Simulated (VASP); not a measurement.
Set up this calculation in VASP 6.6.1, as the native input.

* Task: single point
* Functional: r2SCAN
* Potentials or basis: VASP PAW PBE potentials, release 64 (Hf_pv, O)
* Cutoff: 520 eV
* k mesh: 6 × 6 × 6
* Occupations: gaussian, width 0.02 eV
* Spin: no spin polarisation
* Dipole correction: no
* Further INCAR settings: ALGO = Normal; EDIFF = 1e-07; NBANDS = 31

HfO2:

```
Hf O
1.0
     3.63048    0.00000    0.00000
     0.00000    3.63048    0.00000
     0.00000    0.00000    5.15585
Hf O
2 4
Direct
  0.50000 0.50000 0.50000
  0.00000 0.00000 0.00000
  0.00000 0.50000 0.69616
  0.50000 0.00000 0.80384
  0.50000 0.00000 0.30384
  0.00000 0.50000 0.19616
```

This cell differs from its parent crystal: biaxial strain in the a-b plane: +1.5 %.

These files were run (other wordings do the same):

POSCAR

```
HfO2
1.0
    3.6304766963      0.0000000000      0.0000000000
    0.0000000000      3.6304766963      0.0000000000
    0.0000000000      0.0000000000      5.1558498845
Hf O
2 4
Direct
    0.5000000000      0.5000000000      0.5000000000
    0.0000000000      0.0000000000      0.0000000000
    0.0000000000      0.5000000000      0.6961635351
    0.5000000000      0.0000000000      0.8038364649
    0.5000000000      0.0000000000      0.3038364649
    0.0000000000      0.5000000000      0.1961635351
```

INCAR.step1

```
  PREC = Accurate
  ENCUT = 520
  ISMEAR = 0
  SIGMA = 0.02
  LREAL = False
  LASPH = True
  NELM = 80
  NBANDS = 31
  GGA = PE
  ALGO = Normal
  EDIFF = 1E-4
  LWAVE = True
  LCHARG = False
```

INCAR.step2

```
  PREC = Accurate
  ENCUT = 520
  EDIFF = 1E-7
  ISMEAR = 0
  SIGMA = 0.02
  LREAL = False
  LASPH = True
  NELM = 80
  ALGO = Normal
  ISIF = 2
  LWAVE = False
  LCHARG = False
  METAGGA = R2SCAN
  LMIXTAU = True
  NBANDS = 31
  ISTART = 1
```

KPOINTS

```
regular mesh
0
Gamma
  6 6 6
```

Potentials or basis: VASP PAW PBE potentials, release 64 (Hf_pv, O).

Run with:

```sh
$ cat potpaw_PBE.64/Hf_pv/POTCAR potpaw_PBE.64/O/POTCAR > POTCAR
$ cp INCAR.step1 INCAR
$ mpirun -np 1 vasp_std > vasp.out
$ cp INCAR.step2 INCAR
$ mpirun -np 1 vasp_std > vasp.out
```

It gave:

```
Pressure               : -9.1 GPa
Largest force          : 0.093 eV/Å
Band gap on the k mesh : 4.93 eV (least direct gap 5.01 eV)
```

Caveat: the cell differs from its parent crystal (biaxial strain in the a-b plane: +1.5 %); the cell stands under tension; the PAW data sets were made with another functional, which shifts forces and pressure a little; spin-orbit coupling is left out, which moves the levels of the heavy elements.

It took 2.7 min on 1 thread of Intel(R) Xeon(R) 6975P-C (Granite Rapids), on a shared host, peak memory 0.22 GiB.
